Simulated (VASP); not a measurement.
# In (P6_3/mmc) in VASP: notebook

Aim: see how the results for In move with the level of theory and the settings. Levels: PBEsol, LDA, PBE. Tasks: vibrations by perturbation theory, elastic constants.

Program: VASP 6.6.1. These are calculated values, not measurements. Logs are shortened: lines on timing, memory, paths and dates and some standing lists are left out, and cuts for length are marked.

**1. The cell of the first run**

The structure is hexagonal, space group P6_3/mmc (No. 194). The conventional cell has a = 3.335 Å, b = 3.335 Å, c = 5.509 Å, α = 90.00°, β = 90.00°, γ = 120.00°. Within 4.4 Å of In (site symmetry -6m2) lie 12 In at 3.34 to 3.36 Å.

This isn't the form of In at room conditions, which is tetragonal.

**2. Vibrations by perturbation theory, PBEsol**

The input, INCAR:

```
PREC = Accurate
ENCUT = 520
EDIFF = 1E-8
ISMEAR = -1
SIGMA = 0.05
LREAL = False
LASPH = True
NELM = 60
ALGO = Normal
ISIF = 2
LWAVE = False
LCHARG = False
GGA = PS
IBRION = 8
NSW = 1
```

The input, KPOINTS:

```
Automatic mesh
0
Gamma
  7 7 4
```

The input, POSCAR:

```
In
1.0
    3.3354847820      0.0000000000      0.0000000000
   -1.6677423910      2.8886145552      0.0000000000
    0.0000000000      0.0000000000      5.5091429200
In
2
Direct
    0.6666666667      0.3333333333      0.7500000000
    0.3333333333      0.6666666667      0.2500000000
```

Potentials or basis: VASP PAW PBE potentials, release 64 (In_d).

Launch:

```bash
$ cat potpaw_PBE.64/In_d/POTCAR > POTCAR
$ mpirun -np 1 vasp_std > vasp.out
```

OUTCAR:

```text
PREC = Accurate
   ENCUT = 520
   EDIFF = 1E-8
   ISMEAR = -1
   LREAL = False
   LASPH = True
   NELM = 60
   ISIF = 2
   GGA = PS
   IBRION = 8
   NSW = 1

 ion  position               nearest neighbor table
   1  0.667  0.333  0.750-   2 3.36   2 3.36   2 3.36   2 3.36   2 3.36   2 3.36
   2  0.333  0.667  0.250-   1 3.36   1 3.36   1 3.36   1 3.36   1 3.36   1 3.36

  LATTYP: Found a hexagonal cell.
 ALAT       =     3.3354847820
 C/A-ratio  =     1.6516768266

  Lattice vectors:

 A1 = (   3.3354847820,   0.0000000000,   0.0000000000)
 A2 = (  -1.6677423910,   2.8886145552,   0.0000000000)
 A3 = (   0.0000000000,   0.0000000000,   5.5091429200)

Analysis of symmetry for initial positions (statically):
=====================================================================
 Subroutine PRICEL returns:
 Original cell was already a primitive cell.

 Routine SETGRP: Setting up the symmetry group for a
 hexagonal supercell.

 Subroutine GETGRP returns: Found 24 space group operations
 (whereof 12 operations were pure point group operations)
 out of a pool of 24 trial point group operations.

The static configuration has the point symmetry D_3d.
 The point group associated with its full space group is D_6h.

Analysis of symmetry for dynamics (positions and initial velocities):
=====================================================================
 Subroutine PRICEL returns:
 Original cell was already a primitive cell.

 Routine SETGRP: Setting up the symmetry group for a
 hexagonal supercell.

 Subroutine GETGRP returns: Found 24 space group operations
 (whereof 12 operations were pure point group operations)
 out of a pool of 24 trial point group operations.

The dynamic configuration has the point symmetry D_3d.
 The point group associated with its full space group is D_6h.

 Subroutine INISYM returns: Found 24 space group operations
 (whereof 12 operations are pure point group operations),
 and found     1 'primitive' translations

----------------------------------------------------------------------------------------

                                     Primitive cell

  volume of cell :      53.0802

  direct lattice vectors                    reciprocal lattice vectors
     3.335484782  0.000000000  0.000000000     0.299806495  0.173093360  0.000000000
    -1.667742391  2.888614555  0.000000000     0.000000000  0.346186721  0.000000000
     0.000000000  0.000000000  5.509142920     0.000000000  0.000000000  0.181516438

  length of vectors
     3.335484782  3.335484782  5.509142920     0.346186721  0.346186721  0.181516438

  position of ions in fractional coordinates (direct lattice)
     0.666666667  0.333333333  0.750000000
     0.333333333  0.666666667  0.250000000

  ion indices of the primitive-cell ions
   primitive index   ion index
                 1           1
                 2           2

----------------------------------------------------------------------------------------

 KPOINTS: Automatic mesh

Automatic generation of k-mesh.
 Grid dimensions read from file:
 generate k-points for:    7    7    4

 Generating k-lattice:

  Cartesian coordinates                     Fractional coordinates (reciprocal lattice)
     0.042829499  0.024727623  0.000000000     0.142857143  0.000000000  0.000000000
     0.000000000  0.049455246  0.000000000     0.000000000  0.142857143  0.000000000
     0.000000000  0.000000000  0.045379110     0.000000000  0.000000000  0.250000000

  Length of vectors
     0.049455246  0.049455246  0.045379110

  Shift w.r.t. Gamma in fractional coordinates (k-lattice)
     0.000000000  0.000000000  0.000000000

 Subroutine IBZKPT returns following result:
 ===========================================

 Found     24 irreducible k-points:

 Following reciprocal coordinates:
            Coordinates               Weight
  0.000000  0.000000  0.000000      1.000000
  0.142857  0.000000  0.000000      6.000000
  0.285714  0.000000  0.000000      6.000000
  0.428571  0.000000  0.000000      6.000000
  0.142857  0.142857  0.000000      6.000000
  0.285714  0.142857  0.000000     12.000000
[... 16 lines left out ...]
  0.428571  0.142857  0.500000      6.000000
  0.285714  0.285714  0.500000      6.000000
   k-points           NKPTS =     24   k-points in BZ     NKDIM =     24   number of bands    NBANDS=     17
   number of dos      NEDOS =    301   number of ions     NIONS =      2
   total plane-waves  NPLWV =  32928
   dimension x,y,z NGX =    28 NGY =   28 NGZ =   42
   dimension x,y,z NGXF=    56 NGYF=   56 NGZF=   84
   ions per type =               2
   NGX,Y,Z   is equivalent  to a cutoff of  13.96, 13.96, 12.67 a.u.
   NGXF,Y,Z  is equivalent  to a cutoff of  27.91, 27.91, 25.35 a.u.
 SYSTEM =  unknown system
   PREC   = accura    normal or accurate (medium, high low for compatibility)
   ISTART =      0    job   : 0-new  1-cont  2-samecut
   ICHARG =      2    charge: 1-file 2-atom 10-const
   ISPIN  =      1    spin polarized calculation?
   LNONCOLLINEAR =      F non collinear calculations
   LSORBIT =      F    spin-orbit coupling
   LASPH  =      T    aspherical Exc in radial PAW
   ENCUT  =  520.0 eV  38.22 Ry    6.18 a.u.   6.20  6.20 10.24*2*pi/ulx,y,z
   NELM   =     60;   NELMIN=  2; NELMDL= -5     # of ELM steps
   EDIFF  = 0.1E-07   stopping-criterion for ELM
   LREAL  =      F    real-space projection
   EDIFFG = 0.1E-06   stopping-criterion for IOM
   NSW    =      1    number of steps for IOM
   IBRION =      8    ionic relax: 0-MD 1-quasi-New 2-CG
   NFREE  =      0    steps in history (QN), initial steepest desc. (CG)
   ISIF   =      2    stress and relaxation
   ISYM   =      2    0-nonsym 1-usesym 2-fastsym
   POTIM  = 0.5000    time-step for ionic-motion
   TEBEG  =    0.0;   TEEND  =   0.0 temperature during run
   PSTRESS=    0.0 pullay stress
   NELECT =      26.0000    total number of electrons
   NUPDOWN=      -1.0000    fix difference up-down
   EMIN   =  10.00;   EMAX   =-10.00  energy-range for DOS
   EFERMI =   0.00;   METHOD = LEGACY
   ISMEAR =    -1;   SIGMA  =   0.05  broadening in eV -4-tet -1-fermi 0-gaus
   EFERMI_NEDOS =   21; number of points for ismear=-14 and -15
   IALGO  =     38    algorithm
   IMIX   =      4    mixing-type and parameters
     AMIX     =   0.40;   BMIX     =  1.00
     AMIX_MAG =   1.60;   BMIX_MAG =  1.00
  volume/ion in A,a.u.               =      26.54       179.10
  Fermi-wavevector in a.u.,A,eV,Ry     =   1.290491  2.438675 22.658704  1.665368
  Thomas-Fermi vector in A             =   2.422320
   LORBIT       =      0    0 simple, 1 ext, 2 COOP (PROOUT), +10 PAW based schemes
   GGA     = PS    functional components
   LHFCALC =     F    Hartree Fock is set to
   AEXX    =    0.0000 exact exchange contribution
   IVDW    =     0    specifies the selected vdW correction
   LEPSILON=     F    determine dielectric tensor
   LRPA    =     F    only Hartree local field effects (RPA)
 non-spin polarized calculation
  energy-cutoff  :      520.00
  volume of cell :       53.08
 maximum number of plane-waves:      1460
 NGX is ok and might be reduce to    28
   NGX = 13   NGY = 13   NGZ = 21

--------------------------------------- Ionic step        1  -------------------------------------------

 number of electron      26.0000008 magnetization

 Free energy of the ion-electron system (eV)
  ---------------------------------------------------
  ext. energy  EPLUGINS =         0.00000000
  ---------------------------------------------------
  free energy    TOTEN  =        -5.94194822 eV

  energy without entropy =       -5.93546974  energy(sigma->0) =       -5.93870898

 E-fermi :   7.2665     XC(G=0): -10.3405

 val. band max:        6.8133071750   @ k =   0.1429   0.0000   0.2500
 cond. band min:       7.2732023685   @ k =   0.4286   0.0000   0.2500
 fundamental gap:      0.4598951936
 Fermi energy:         7.2665127596

 k-point     1 :       0.0000    0.0000    0.0000
  band No.  band energies     occupation
      1      -7.4093      2.00000
      2      -7.3528      2.00000
      3      -7.3209      2.00000
      4      -7.3209      2.00000
      5      -7.2940      2.00000
      6      -7.2940      2.00000
[... 459 lines left out ...]
      6      -7.2303      2.00000
[... 9 lines left out ...]
     16       7.5963      0.00273
     17      14.0871      0.00000

------------------------ aborting loop because EDIFF is reached ----------------------------------------

  FORCE on cell =-STRESS in cart. coord.  units (eV):
  Direction    XX          YY          ZZ          XY          YZ          ZX
  --------------------------------------------------------------------------------------
  -------------------------------------------------------------------------------------
  Total       -0.4645962     -0.4645962     -0.8151937      0.0000000      0.0000000      0.0000000
  in kB      -14.0234088    -14.0234088    -24.6058749      0.0000000      0.0000000      0.0000000
  external PRESSURE =     -17.5508975 kB  Pullay stress =       0.0000000 kB

 VOLUME and BASIS-vectors are now :
 -----------------------------------------------------------------------------
  energy-cutoff  :      520.00
  volume of cell :       53.08
      direct lattice vectors                 reciprocal lattice vectors
     3.335484782  0.000000000  0.000000000     0.299806495  0.173093360  0.000000000
    -1.667742391  2.888614555  0.000000000     0.000000000  0.346186721  0.000000000
     0.000000000  0.000000000  5.509142920     0.000000000  0.000000000  0.181516438

 POSITION                                       TOTAL-FORCE (eV/Angst)
 -----------------------------------------------------------------------------------
      1.66774      0.96287      4.13186        -0.000000      0.000000      0.000000
     -0.00000      1.92574      1.37729         0.000000     -0.000000      0.000000
 -----------------------------------------------------------------------------------
    total drift:                                0.000000     -0.000000      0.000000

  FREE ENERGIE OF THE ION-ELECTRON SYSTEM (eV)
  ---------------------------------------------------
  free  energy   TOTEN  =        -5.9419482243 eV

  energy  without entropy=       -5.9354697358  energy(sigma->0) =       -5.93870898

[... ionic steps 2 to 3 ...]

--------------------------------------- Ionic step        4  -------------------------------------------

------------------------ aborting loop because EDIFF is reached ----------------------------------------

[... ionic steps 5 to 5 ...]

--------------------------------------- Ionic step        6  -------------------------------------------

 Free energy of the ion-electron system (eV)
  ---------------------------------------------------
  ---------------------------------------------------
  free energy    TOTEN  =        -0.24871072 eV

  energy without entropy =       -0.24871072

------------------------ aborting loop because EDIFF is reached ----------------------------------------

 INTERNAL STRAIN TENSOR  FOR ION    1  DIRECTION 3   (eV/Angst):
 -----------------------------------------------------------------------------
    -0.00176  0.00000  0.00000
    -0.00000 -0.00176  0.00000
     0.00000 -0.00000  0.00688

 INTERNAL STRAIN TENSOR FOR ION    2 for displacements in x,y,z  (eV/Angst):
          X           Y           Z          XY          YZ          ZX
  --------------------------------------------------------------------------------
  x     0.00000     0.00000     0.00000    -0.33320     0.00000     0.00000
  y    -0.33320     0.33320     0.00000    -0.00000     0.00000     0.00000
  z    -0.00000     0.00000     0.00000    -0.00000     0.00000     0.00000

 SECOND DERIVATIVES (NOT SYMMETRIZED)
 ------------------------------------
               1X          1Y          1Z          2X          2Y          2Z
  1X    -0.231662    0.000000    0.000000    0.231662    0.000000    0.000000
  1Y     0.000000   -0.231662    0.000000    0.000000    0.231662    0.000000
  1Z    -0.000000    0.000000   -2.728737    0.000000    0.000000    2.728737
  2X     0.231662    0.000000    0.000000   -0.231662    0.000000    0.000000
  2Y     0.000000    0.231662    0.000000    0.000000   -0.231662    0.000000
  2Z     0.000000    0.000000    2.728737   -0.000000    0.000000   -2.728737

 Eigenvectors and eigenvalues of the dynamical matrix
 ----------------------------------------------------

   1 f  =    3.408300 THz    21.414981 2PiTHz  113.688655 cm-1    14.095590 meV
             X         Y         Z           dx          dy          dz
      1.667742  0.962872  4.131857     0.000000    0.000000    0.707107
     -0.000000  1.925743  1.377286    -0.000000   -0.000000   -0.707107
[... 16 lines left out ...]
   5 f  =    0.000000 THz     0.000000 2PiTHz    0.000000 cm-1     0.000000 meV
             X         Y         Z           dx          dy          dz
      1.667742  0.962872  4.131857    -0.707107    0.000000    0.000000
     -0.000000  1.925743  1.377286    -0.707107   -0.000000    0.000000

   6 f/i=    0.000000 THz     0.000000 2PiTHz    0.000001 cm-1     0.000000 meV
             X         Y         Z           dx          dy          dz
      1.667742  0.962872  4.131857    -0.000000    0.337007    0.621632
     -0.000000  1.925743  1.377286    -0.000000    0.337007    0.621632

--------------------------------------------------------------------------------------------------------

 ELASTIC MODULI CONTR FROM IONIC RELAXATION (kBar)
 Direction    XX          YY          ZZ          XY          YZ          ZX
 --------------------------------------------------------------------------------
 XX         -14.4656     14.4656      0.0000      0.0000      0.0000      0.0000
 YY          14.4656    -14.4656     -0.0000      0.0000      0.0000      0.0000
 ZZ           0.0000     -0.0000     -0.0000      0.0000     -0.0000      0.0000
 XY           0.0000      0.0000      0.0000    -14.4656      0.0000      0.0000
 YZ           0.0000      0.0000     -0.0000      0.0000     -0.0000      0.0000
 ZX           0.0000      0.0000      0.0000      0.0000      0.0000      0.0000
 --------------------------------------------------------------------------------
```

It took 4.2 min on 1 thread of AMD EPYC 7R43 (Zen 3), shared host; peak memory 0.26 GiB.

What came out:

```yaml
Highest_phonon_frequency_at_Γ: 114 cm⁻¹
```

Phonon frequencies in cm⁻¹ (negative: imaginary):
```csv
q point,frequencies
"(0.000, 0.000, 0.000)",0 0 0 33 33 114
```

Caveat: the cell stands under pressure or tension, which shifts response properties; the PAW data sets were made with another functional, which shifts forces and pressure a little; spin-orbit coupling is left out, which moves the levels of the heavy elements.

**3. Elastic constants, LDA**

The input, INCAR:

```
SYSTEM = In
PREC = Accurate ; ENCUT = 600
EDIFF = 1E-8 ; ISMEAR = -1
SIGMA = 0.05 ; LREAL = .FALSE.
LASPH = .TRUE. ; NELM = 80
ALGO = Normal ; ISIF = 3
LWAVE = .FALSE. ; LCHARG = .FALSE.
GGA = CA ; IBRION = 6
NFREE = 2 ; POTIM = 0.015
NSW = 1
```

The input, KPOINTS:

```
regular mesh
0
G
  7 7 4
  0 0 0
```

POSCAR is that of step 2.

Potentials or basis: VASP PAW LDA potentials, release 64 (In_d).

Launch:

```bash
$ cat potpaw_LDA.64/In_d/POTCAR > POTCAR
$ mpirun -np 1 vasp_std > vasp.out
```

It took 10 min on 1 thread of AMD EPYC 7R43 (Zen 3), shared host; peak memory 0.22 GiB.

It converged, with:

- Voigt bulk modulus: 34 GPa
- Highest phonon frequency at Γ: 103 cm⁻¹

Phonon frequencies in cm⁻¹ (negative: imaginary):
```
              q point      frequencies
(0.000, 0.000, 0.000)  0 0 0 29 29 103
```

Elastic tensor in Voigt notation (GPa, in the Cartesian axes of the cell as first typed):
```
 74  43  -6   0   0   0
 43  74  -6   0   0   0
 -6  -6 100   0   0   0
  0   0   0  -3   0   0
  0   0   0   0  -3   0
  0   0   0   0   0  16
```

Clamped-ion elastic tensor (GPa):
```
 76  41  -6   0   0   0
 41  76  -6   0   0   0
 -6  -6 100   0   0   0
  0   0   0  -3   0   0
  0   0   0   0  -3   0
  0   0   0   0   0  17
```

Caveat: the cell is under stress, which shifts elastic constants; the elastic tensor has a negative eigenvalue, so either the cell is unstable as it stands or the mesh is too thin; spin-orbit coupling is left out, which moves the levels of the heavy elements.

[end of part 1 of 2]
